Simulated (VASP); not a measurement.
# VSi (WC type) (P-6m2) in VASP: notebook

Runs on VSi (WC type). Level: LDA. Tasks: single point, relaxation of cell and atoms.

All numbers are computed with VASP 6.6.1; they aren't measurements. Logs are shortened: lines on timing, memory, paths and dates and some standing lists are left out, and cuts for length are marked.

### Step 1. The cell of the first run

The structure is hexagonal, space group P-6m2 (No. 187). The conventional cell has a = 2.571 Å, b = 2.571 Å, c = 3.772 Å, α = 90.00°, β = 90.00°, γ = 120.00°. Within 3.2 Å of V (site symmetry -6m2) lie 6 Si at 2.40 Å and 6 V at 2.57 Å. Within 3.2 Å of Si (site symmetry -6m2) lie 6 V at 2.40 Å and 6 Si at 2.57 Å.

### Step 2. Single point, LDA

INCAR

```
PREC = Accurate
ENCUT = 520
EDIFF = 1E-6
ISMEAR = -1
SIGMA = 0.1
LREAL = False
LASPH = True
NELM = 60
ALGO = Normal
ISIF = 2
LWAVE = False
LCHARG = False
NBANDS = 16
```

KPOINTS

```
regular mesh
0
Gamma
  15 15 13
```

POSCAR

```
VSi
1.0
    2.5714024985      0.0000000000      0.0000000000
   -1.2857012493      2.2268998871      0.0000000000
    0.0000000000      0.0000000000      3.7717503740
V Si
1 1
Direct
    0.0000000000      0.0000000000      0.0000000000
    0.3333333333      0.6666666667      0.5000000000
```

Potentials or basis: VASP PAW LDA potentials, release 64 (V_sv, Si).

Launch:

```console
$ cat potpaw_LDA.64/V_sv/POTCAR potpaw_LDA.64/Si/POTCAR > POTCAR
$ mpirun -np 1 vasp_std > vasp.out
```

OUTCAR:

```text
PREC = Accurate
   ENCUT = 520
   EDIFF = 1E-6
   ISMEAR = -1
   LREAL = False
   LASPH = True
   NELM = 60
   ISIF = 2

 ion  position               nearest neighbor table
   1  0.000  0.000  0.000-   2 2.40   2 2.40   2 2.40   2 2.40   2 2.40   2 2.40
   2  0.333  0.667  0.500-   1 2.40   1 2.40   1 2.40   1 2.40   1 2.40   1 2.40

  LATTYP: Found a hexagonal cell.
 ALAT       =     2.5714024985
 C/A-ratio  =     1.4668066848

  Lattice vectors:

 A1 = (   2.5714024985,   0.0000000000,   0.0000000000)
 A2 = (  -1.2857012493,   2.2268998871,   0.0000000000)
 A3 = (   0.0000000000,   0.0000000000,   3.7717503740)

Analysis of symmetry for initial positions (statically):
=====================================================================
 Subroutine PRICEL returns:
 Original cell was already a primitive cell.

 Routine SETGRP: Setting up the symmetry group for a
 hexagonal supercell.

 Subroutine GETGRP returns: Found 12 space group operations
 (whereof 12 operations were pure point group operations)
 out of a pool of 24 trial point group operations.

The static configuration has the point symmetry D_3h.

Analysis of symmetry for dynamics (positions and initial velocities):
=====================================================================
 Subroutine PRICEL returns:
 Original cell was already a primitive cell.

 Routine SETGRP: Setting up the symmetry group for a
 hexagonal supercell.

 Subroutine GETGRP returns: Found 12 space group operations
 (whereof 12 operations were pure point group operations)
 out of a pool of 24 trial point group operations.

The dynamic configuration has the point symmetry D_3h.

 Subroutine INISYM returns: Found 12 space group operations
 (whereof 12 operations are pure point group operations),
 and found     1 'primitive' translations

----------------------------------------------------------------------------------------

                                     Primitive cell

  volume of cell :      21.5980

  direct lattice vectors                    reciprocal lattice vectors
     2.571402498  0.000000000  0.000000000     0.388892832  0.224527381  0.000000000
    -1.285701249  2.226899887  0.000000000     0.000000000  0.449054763  0.000000000
[... 68 lines left out ...]
   number of dos      NEDOS =    301   number of ions     NIONS =      2
   total plane-waves  NPLWV =  11200
   dimension x,y,z NGX =    20 NGY =   20 NGZ =   28
   dimension x,y,z NGXF=    40 NGYF=   40 NGZF=   56
   ions per type =               1   1
   NGX,Y,Z   is equivalent  to a cutoff of  12.93, 12.93, 12.34 a.u.
   NGXF,Y,Z  is equivalent  to a cutoff of  25.86, 25.86, 24.68 a.u.
 SYSTEM =  unknown system
   PREC   = accura    normal or accurate (medium, high low for compatibility)
   ISTART =      0    job   : 0-new  1-cont  2-samecut
   ICHARG =      2    charge: 1-file 2-atom 10-const
   ISPIN  =      1    spin polarized calculation?
   LNONCOLLINEAR =      F non collinear calculations
   LSORBIT =      F    spin-orbit coupling
   LASPH  =      T    aspherical Exc in radial PAW
   ENCUT  =  520.0 eV  38.22 Ry    6.18 a.u.   4.78  4.78  7.01*2*pi/ulx,y,z
   NELM   =     60;   NELMIN=  2; NELMDL= -5     # of ELM steps
   EDIFF  = 0.1E-05   stopping-criterion for ELM
   LREAL  =      F    real-space projection
[... 7 lines left out ...]
   TEBEG  =    0.0;   TEEND  =   0.0 temperature during run
   PSTRESS=    0.0 pullay stress
   NELECT =      17.0000    total number of electrons
   NUPDOWN=      -1.0000    fix difference up-down
   EMIN   =  10.00;   EMAX   =-10.00  energy-range for DOS
   EFERMI =   0.00;   METHOD = LEGACY
   ISMEAR =    -1;   SIGMA  =   0.10  broadening in eV -4-tet -1-fermi 0-gaus
   EFERMI_NEDOS =   21; number of points for ismear=-14 and -15
   IALGO  =     38    algorithm
   IMIX   =      4    mixing-type and parameters
     AMIX     =   0.40;   BMIX     =  1.00
     AMIX_MAG =   1.60;   BMIX_MAG =  1.00
  volume/ion in A,a.u.               =      10.80        72.88
  Fermi-wavevector in a.u.,A,eV,Ry     =   1.511541  2.856398 31.085992  2.284756
  Thomas-Fermi vector in A             =   2.621584
   LORBIT       =      0    0 simple, 1 ext, 2 COOP (PROOUT), +10 PAW based schemes
   GGA     = CA    functional components
   LHFCALC =     F    Hartree Fock is set to
   AEXX    =    0.0000 exact exchange contribution
   IVDW    =     0    specifies the selected vdW correction
   LEPSILON=     F    determine dielectric tensor
   LRPA    =     F    only Hartree local field effects (RPA)
 non-spin polarized calculation
  energy-cutoff  :      520.00
  volume of cell :       21.60
 maximum number of plane-waves:       596
 NGX is ok and might be reduce to    20
   NGX =  9   NGY =  9   NGZ = 15

 number of electron      16.9999993 magnetization

 Free energy of the ion-electron system (eV)
  ---------------------------------------------------
  ext. energy  EPLUGINS =         0.00000000
  ---------------------------------------------------
  free energy    TOTEN  =       -16.34198826 eV

  energy without entropy =      -16.29688493  energy(sigma->0) =      -16.31943659

 E-fermi :  13.5165     XC(G=0): -13.4826

 val. band max:       13.5141635470   @ k =   0.0667   0.0000   0.3077
 cond. band min:      13.5166194615   @ k =   0.3333   0.0667   0.4615
 fundamental gap:      0.0024559145
 Fermi energy:        13.5164629746

 k-point     1 :       0.0000    0.0000    0.0000
  band No.  band energies     occupation
      1     -49.6363      2.00000
      2     -24.1512      2.00000
      3     -23.3128      2.00000
      4     -23.3128      2.00000
      5      -0.4287      2.00000
      6       9.7320      2.00000
[... 433 lines left out ...]
      3     -23.9434      2.00000
      4     -23.7812      2.00000
      5       6.7352      2.00000
      6       7.6438      2.00000
[... 8 lines left out ...]
     15      23.3504      0.00000
     16      26.7849      0.00000

 [... further k-points ...]
[... 5 lines left out ...]
  --------------------------------------------------------------------------------------
  -------------------------------------------------------------------------------------
  Total        5.3602102      5.3602102      5.3941297     -0.0000000      0.0000000      0.0000000
  in kB      397.6296026    397.6296026    400.1458080     -0.0000000      0.0000000      0.0000000
  external PRESSURE =     398.4683378 kB  Pullay stress =       0.0000000 kB

 VOLUME and BASIS-vectors are now :
 -----------------------------------------------------------------------------
  energy-cutoff  :      520.00
  volume of cell :       21.60
      direct lattice vectors                 reciprocal lattice vectors
     2.571402498  0.000000000  0.000000000     0.388892832  0.224527381  0.000000000
    -1.285701249  2.226899887  0.000000000     0.000000000  0.449054763  0.000000000
     0.000000000  0.000000000  3.771750374     0.000000000  0.000000000  0.265128893

 POSITION                                       TOTAL-FORCE (eV/Angst)
 -----------------------------------------------------------------------------------
      0.00000      0.00000      0.00000        -0.000000      0.000000      0.000000
     -0.00000      1.48460      1.88588         0.000000     -0.000000      0.000000
 -----------------------------------------------------------------------------------
    total drift:                               -0.000000      0.000000      0.000000

  FREE ENERGIE OF THE ION-ELECTRON SYSTEM (eV)
  ---------------------------------------------------
  free  energy   TOTEN  =       -16.3419882561 eV

  energy  without entropy=      -16.2968849255  energy(sigma->0) =      -16.31943659
```

It took 30 s on 1 thread of AMD EPYC 9R45 (Zen 5), shared host; peak memory 0.14 GiB.

What came out:

- Free energy: -16.3420 eV
- Pressure: 39.8 GPa

Stress tensor (GPa, compression positive):
```
39.76  0.00  0.00
 0.00 39.76  0.00
 0.00  0.00 40.01
```

### Step 3. Single point, LDA

INCAR

```
  PREC = Accurate
  ENCUT = 520
  EDIFF = 1E-7
  ISMEAR = -1
  SIGMA = 0.1
  LREAL = F
  LASPH = T
  NELM = 60
  ALGO = Normal
  ISIF = 2
  LWAVE = F
  LCHARG = T
  LELF = T
  LVHAR = T
  NBANDS = 16
```

KPOINTS is that of step 2.

POSCAR

```
VSi
1.0
    2.5713131145      0.0000000000      0.0000000000
   -1.2856565573      2.2268224782      0.0000000000
    0.0000000000      0.0000000000      3.7720173285
V Si
1 1
Direct
    0.0000000000      0.0000000000      0.0000000000
    0.3333333333      0.6666666667      0.5000000000
```

Potentials or basis: VASP PAW LDA potentials, release 64 (V_sv, Si).

Launch:

```console
$ cat potpaw_LDA.64/V_sv/POTCAR potpaw_LDA.64/Si/POTCAR > POTCAR
$ mpirun -np 1 vasp_std > vasp.out
```

It took 32 s on 1 thread of AMD EPYC 9R45 (Zen 5), shared host; peak memory 0.14 GiB.

It converged, with:

```yaml
Free_energy: -16.3420 eV
Pressure: 39.7 GPa
```

Stress tensor (GPa, compression positive):
```
39.61  0.00  0.00
 0.00 39.61  0.00
 0.00  0.00 39.88
```

Levels at points of the mesh, in eV from the Fermi level:
```
           k point  band 4  band 5  band 6  band 7  band 8  band 9  band 10  band 11  band 12  band 13
(0.00, 0.00, 0.00)  -36.83  -13.95   -3.79   -3.15    0.09    0.09     1.89     1.89     5.58    11.96
```

### Step 4. Relaxation of cell and atoms, LDA, target pressure 39 GPa, at which the enthalpy is minimised

This run uses another cell than the first one, of 11.52 Å³/atom, 1.067 times its volume.

INCAR

```
ALGO = Normal
EDIFF = 1E-6
EDIFFG = -0.005
ENCUT = 600
GGA = CA
IBRION = 2
ISIF = 3
ISMEAR = -1
LASPH = True
LCHARG = False
LREAL = False
LWAVE = False
NELM = 100
NSW = 60
PREC = Accurate
PSTRESS = 390.0
SIGMA = 0.1
```

KPOINTS

```
k-points
0
Gamma
  15 15 13
```

POSCAR

```
VSi
1.0
    3.0057082652      0.0000000000      0.0000000000
   -1.5028541326      2.6030197140      0.0000000000
    0.0000000000      0.0000000000      2.9455940998
V Si
1 1
Direct
    0.0000000000      0.0000000000      0.0000000000
    0.3333333333      0.6666666667      0.5000000000
```

Launch:

```console
$ cat potpaw_LDA.64/V_sv/POTCAR potpaw_LDA.64/Si/POTCAR > POTCAR
$ mpirun -np 1 vasp_std > vasp.out
```

Run time: 3.1 min. Hardware: 1 thread of Intel Xeon Platinum 8488C (Sapphire Rapids), shared host; peak memory 0.2 GiB.

It converged, with:

```yaml
Free_energy: -16.3478 eV
Relaxed_volume: 10.82 Å³/atom
Relaxed_cell: a = 2.574 Å, b = 2.574 Å, c = 3.771 Å, α = 90.00°, β = 90.00°, γ = 120.00°
Space_group_after_relaxing_to_0.05_Å: P-6m2 (No. 187)
Energy_change_on_relaxing_the_enthalpy_is_what_falls: -391.4 meV/atom
Ionic_steps: 15
Pressure_after_relaxing: 39.0 GPa
```

Step by step:
```csv
step,energy change (eV),largest force (eV/Å),pressure (GPa),volume (Å³)
1,0.0000,0.0000,44.09,23.05
2,-0.7093,0.0000,21.02,24.14
3,-1.0976,0.0000,4.88,25.03
4,-1.1343,0.0000,5.99,24.66
5,-1.0268,0.0000,13.70,23.40
6,-1.0654,0.0000,12.04,23.59
7,-1.0076,0.0000,20.51,22.89
8,-0.8434,0.0000,35.07,21.90
9,-0.7972,0.0000,38.46,21.70
10,-0.8062,0.0000,37.74,21.74
11,-0.8030,0.0000,37.97,21.72
12,-0.7929,0.0000,38.40,21.68
13,-0.7702,0.0000,39.42,21.59
14,-0.7857,0.0000,38.79,21.65
15,-0.7828,0.0000,38.98,21.64
```

Final structure:
```cif
data_structure
_symmetry_space_group_name_H-M 'P 1'
_symmetry_Int_Tables_number 1
_cell_length_a 2.5740
_cell_length_b 2.5740
_cell_length_c 3.7707
_cell_angle_alpha 90.000
_cell_angle_beta 90.000
_cell_angle_gamma 120.000
_cell_volume 21.64
loop_
_atom_site_label
_atom_site_type_symbol
_atom_site_fract_x
_atom_site_fract_y
_atom_site_fract_z
_atom_site_occupancy
V1 V 0.00000 0.00000 0.00000 1
Si1 Si 0.33333 0.66667 0.50000 1
```

Levels at points of the mesh, in eV from the Fermi level:
| k point | band 6 | band 7 | band 8 | band 9 | band 10 | band 11 |
| --- | --- | --- | --- | --- | --- | --- |
| (0.00, 0.00, 0.00) | -3.78 | -3.13 | 0.09 | 0.09 | 1.88 | 1.88 |

Caveat: the cell is relaxed towards a set pressure, so the enthalpy falls and the energy may rise.
